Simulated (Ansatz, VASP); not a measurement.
# Two plane-wave programs on MoS2

INCAR

```
PREC     = Accurate       # precision mode
ENCUT    = 520            # plane-wave cutoff, eV
EDIFF    = 1E-7           # SCF threshold, eV
ISMEAR   = 0              # smearing method
SIGMA    = 0.15           # smearing width, eV
LREAL    = False          # projectors in reciprocal space
LASPH    = True           # aspherical terms in the spheres
NELM     = 60             # most SCF steps
ALGO     = Normal         # electronic algorithm
ISIF     = 2              # what is computed and relaxed
LWAVE    = False          # write WAVECAR
LCHARG   = False          # write CHGCAR
GGA      = PS             # functional
NBANDS   = 49             # bands
```

Contents of KPOINTS:

```
Automatic mesh
0
Gamma
  17 17 3
```

Contents of POSCAR:

```
MoS2
1.0
   -1.5602034497     -2.7023516451      0.0000000000
    1.5602034497     -2.7023516451      0.0000000000
    0.0000000000      0.0000000000     19.0080752127
Mo S
3 6
Direct
    0.3333333333      0.3333333333      0.1601065233
    0.6666666667      0.6666666667      0.4802875518
    0.0000000000      1.0000000000      0.8004685802
    1.0000000000      1.0000000000      0.5645175593
    0.3333333333      0.3333333333      0.8846985878
    0.6666666667      0.6666666667      0.2443365309
    1.0000000000      1.0000000000      0.0758765157
    0.3333333333      0.3333333333      0.3960575442
    0.6666666667      0.6666666667      0.7162385727
```

Input for Ansatz:

```yaml
crystal:
  lattice:
    - [-1.5602034497, -2.7023516451, 0.0]
    - [1.5602034497, -2.7023516451, 0.0]
    - [0.0, 0.0, 19.0080752127]
  atoms:
    - { symbol: Mo, position: [0.3333333333, 0.3333333333, 0.1601065233] }
    - { symbol: Mo, position: [0.6666666667, 0.6666666667, 0.4802875518] }
    - { symbol: Mo, position: [0.0, 1.0, 0.8004685802] }
    - { symbol: S, position: [1.0, 1.0, 0.5645175593] }
    - { symbol: S, position: [0.3333333333, 0.3333333333, 0.8846985878] }
    - { symbol: S, position: [0.6666666667, 0.6666666667, 0.2443365309] }
    - { symbol: S, position: [1.0, 1.0, 0.0758765157] }
    - { symbol: S, position: [0.3333333333, 0.3333333333, 0.3960575442] }
    - { symbol: S, position: [0.6666666667, 0.6666666667, 0.7162385727] }
basis:
  ecutwfc: 420
kpoints:
  mp_grid: { grid: [17, 17, 3] }
hamiltonian:
  xc: pbesol
scf:
  occupations: { method: gaussian, width: 0.15 }
output:
  forces: true
  stress: true
  eigenvalues: true
```

Alike in both runs: task single point; functional PBEsol; k mesh 17 × 17 × 3; occupations gaussian, width 0.15 eV; no spin polarisation.

```csv
,VASP,Ansatz
version,VASP 6.6.1,Ansatz 0.2.0
potentials or method,"VASP PAW PBE potentials, release 64 (Mo_sv, S), cutoff 520 eV","scalar-relativistic, plane waves, PAW"
valence electrons in the cell,78,78
```

Ansatz gave:

```
gap on the k mesh at the Fermi level (eV)                     : none
pressure (GPa)                                                : -0.1
traceless stress, the component that is largest in VASP (GPa) : -0.13
rms of the force components (eV/Å)                            : 0.013
```

Problem. What did VASP give for the same quantities?

Solution. gap on the k mesh at the Fermi level (eV): none; pressure (GPa): -0.1; traceless stress, the component that is largest in VASP (GPa): -0.13; rms of the force components (eV/Å): 0.014.

VASP's potentials were made for PBE, not for PBEsol. Atom by atom the forces differ by 0.001 eV/Å (rms over components). A gap of «none» marks a metal or a gap that the smearing closes. With one functional, cell and mesh, what is left measures potentials, basis and numerics.
